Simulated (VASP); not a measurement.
P, 2 atoms in the cell. The structure is trigonal, space group R-3m (No. 166). The conventional cell has a = 3.422 Å, b = 3.422 Å, c = 8.633 Å, α = 90.00°, β = 90.00°, γ = 120.00°. Within 3.0 Å of P (site symmetry 3m) lie 6 P at 2.31 to 2.60 Å.  This cell differs from its parent crystal: volume scaled by 0.97, then relaxed in part.

| Quantity | Value |
| --- | --- |
| Program | VASP 6.6.1 |
| Task | single point |
| Functional | PBEsol |
| Potentials or basis | VASP PAW PBE potentials, release 64 (P) |
| Cutoff | 520 eV |
| k mesh | 15 × 15 × 15 |
| Occupations | gaussian, width 0.1 eV |
| Spin | no spin polarisation |
| Dipole correction | no |
| Further INCAR settings | ALGO = Normal; EDIFF = 1e-06; NBANDS = 12 |

Potentials or basis: VASP PAW PBE potentials, release 64 (P).

The run is started by

```sh
$ cat potpaw_PBE.64/P/POTCAR > POTCAR
$ mpirun -np 1 vasp_std > vasp.out
```

Hardware: 1 thread of Intel(R) Xeon(R) Platinum 8559C (Emerald Rapids), on a shared host.

Problem. Estimate the wall time of this run.

Solution. Run time: 60 s on 1 thread of Intel(R) Xeon(R) Platinum 8559C (Emerald Rapids) (shared host), peak memory 0.21 GiB. Counts: scf iterations 11, k points 344.
